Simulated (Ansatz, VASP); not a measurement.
**Two plane-wave programs on BaTiO3**

```xyz
5
Lattice="3.9649 0.0000 0.0000 0.0000 3.9649 0.0000 0.0000 0.0000 3.9649" Properties=species:S:1:pos:R:3 pbc="T T T"
Ba    1.9825    1.9825    1.9825
Ti    0.0000    0.0000    0.0000
O     1.9825    0.0000    0.0000
O     0.0000    1.9825    0.0000
O     0.0000    0.0000    1.9825
```

Alike in both runs: task single point; functional PBE; k mesh 6 × 6 × 6; occupations gaussian, width 0.05 eV; no spin polarisation.

|  | VASP | Ansatz |
| --- | --- | --- |
| version | VASP 6.6.1 | Ansatz 0.2.0 |
| potentials or method | VASP PAW PBE potentials, release 64 (Ba_sv, Ti_sv, O_h), cutoff 1340 eV | scalar-relativistic, plane waves, PAW |
| valence electrons in the cell | 40 | 40 |

Ansatz gave:

- gap on the k mesh at the Fermi level (eV): 1.87
- least direct gap on the mesh (eV): 1.94
- pressure (GPa): 7.3

Problem. What did VASP give for the same quantities?

Solution. gap on the k mesh at the Fermi level (eV): 1.80; least direct gap on the mesh (eV): 1.92; pressure (GPa): 9.1.

The functional is the same, so the differences come from potentials, cutoffs and numerics.

Spin-orbit coupling is off throughout.
